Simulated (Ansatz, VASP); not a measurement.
H4CO: VASP beside Ansatz

```
C O H
1.0
     7.12562    0.00000    0.00000
     0.00000    7.12562    0.00000
     0.00000    0.00000    7.12562
C O H
6 6 24
Direct
  0.69483 0.06708 0.12101
  0.80906 0.55296 0.75721
  0.36240 0.54362 0.02652
  0.18663 0.87547 0.39277
  0.13958 0.35390 0.44286
  0.48954 0.07711 0.67922
  0.78386 0.03403 0.29112
  0.86273 0.74501 0.75285
  0.27690 0.36545 0.00118
  0.10422 0.96013 0.54849
  0.05826 0.28109 0.27872
  0.51136 0.88480 0.71545
  0.59333 0.95302 0.09231
  0.89451 0.12108 0.30029
  0.61430 0.20175 0.11845
  0.79482 0.07332 0.00046
  0.81372 0.50095 0.61186
  0.86904 0.79398 0.88083
  0.90658 0.46852 0.84333
  0.66420 0.53844 0.81100
  0.27228 0.62281 0.12494
  0.35409 0.28449 0.92105
  0.50381 0.53072 0.09090
  0.37275 0.62428 0.89388
  0.32008 0.94796 0.36092
  0.01161 0.87357 0.60473
  0.22200 0.72572 0.41978
  0.09336 0.88294 0.26763
  0.08499 0.49592 0.47487
  0.14437 0.30382 0.16795
  0.10740 0.25677 0.56029
  0.29476 0.36367 0.43113
  0.33690 0.10564 0.67071
  0.64532 0.85289 0.69909
  0.55558 0.16610 0.79256
  0.55654 0.11879 0.54387
```

Alike in both runs: functional LDA; k mesh 1 × 1 × 1; occupations fermi-dirac, width 0.05 eV; no spin polarisation.

Ansatz relaxed the structure, and its values are those at the end. VASP's run is a single point on that final structure, the one shown.

|  | VASP | Ansatz |
| --- | --- | --- |
| version | VASP 6.6.1 | Ansatz 0.2.0 |
| potentials or method | VASP PAW LDA potentials, release 64 (C, O, H), cutoff 520 eV | scalar-relativistic, plane waves, PAW |
| valence electrons in the cell | 84 | 84 |

VASP gave:

- rms of the force components (eV/Å): 0.084

Task: What did Ansatz give for the same quantities?

Result: rms of the force components (eV/Å): 0.078.

LDA's correlation is that of Perdew and Zunger in VASP and of Perdew and Wang (1992) in Ansatz.
